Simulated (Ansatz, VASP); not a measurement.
**Two plane-wave programs on CoSi2**

```
CELL_PARAMETERS angstrom
0.00000 2.44389 2.44389
2.44389 0.00000 2.44389
2.44389 2.44389 0.00000
ATOMIC_POSITIONS crystal
Co 0.00000 0.00000 0.00000
Si 0.25000 0.25000 0.25000
Si 0.75000 0.75000 0.75000
```

Change from the starting cell: volume scaled by 0.76, no spin polarisation, PAW files.

Alike in both runs: task single point; functional PBE; k mesh 11 × 11 × 11; occupations fermi-dirac, width 0.05 eV; no spin polarisation.

|  | VASP | Ansatz |
| --- | --- | --- |
| version | VASP 6.6.1 | Ansatz 0.2.0 |
| potentials or method | VASP PAW PBE potentials, release 64 (Co, Si) | PAW with Ansatz's default frozen-core files, scalar-relativistic |
| plane-wave cutoff (eV) | 520 | 420 |
| valence electrons in the cell | 17 | 25 |

```tsv
	VASP	Ansatz	Ansatz less VASP
pressure (GPa)	90.9	90.9	+0.03
```

Both programs put the cell under a high pressure, so it lies far from rest at this level. With one functional, cell and mesh, what is left measures potentials, basis and numerics. VASP's potentials hold 17 valence electrons a cell and Ansatz's 25, so a difference there can come from the potentials and not from the codes.

Noted on VASP's run: the cell as given lies far from equilibrium.
